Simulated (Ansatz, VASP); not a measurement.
## Al2Pt: VASP beside Ansatz

```
Al Pt
1.0
     0.00000    2.94317    2.94317
     2.94317    0.00000    2.94317
     2.94317    2.94317    0.00000
Al Pt
2 1
Direct
  0.25000 0.25000 0.25000
  0.75000 0.75000 0.75000
  0.00000 0.00000 0.00000
```

Alike in both runs: task single point; functional PBE; k mesh 12 × 12 × 12; occupations gaussian, width 0.1 eV; no spin polarisation.

```csv
,VASP,Ansatz
version,VASP 6.6.1,Ansatz 0.2.0
potentials or method,"VASP PAW PBE potentials, release 64 (Al, Pt), cutoff 520 eV","scalar-relativistic, plane waves, PAW"
valence electrons in the cell,16,24
```

|  | VASP | Ansatz | Ansatz less VASP |
| --- | --- | --- | --- |
| gap on the k mesh at the Fermi level (eV) | none | none | - |
| pressure (GPa) | 4.0 | 4.2 | +0.16 |

A gap of «none» marks a metal or a gap that the smearing closes. VASP's potentials hold 16 valence electrons a cell and Ansatz's 24, so a difference there can come from the potentials and not from the codes.

Spin-orbit coupling is off throughout.
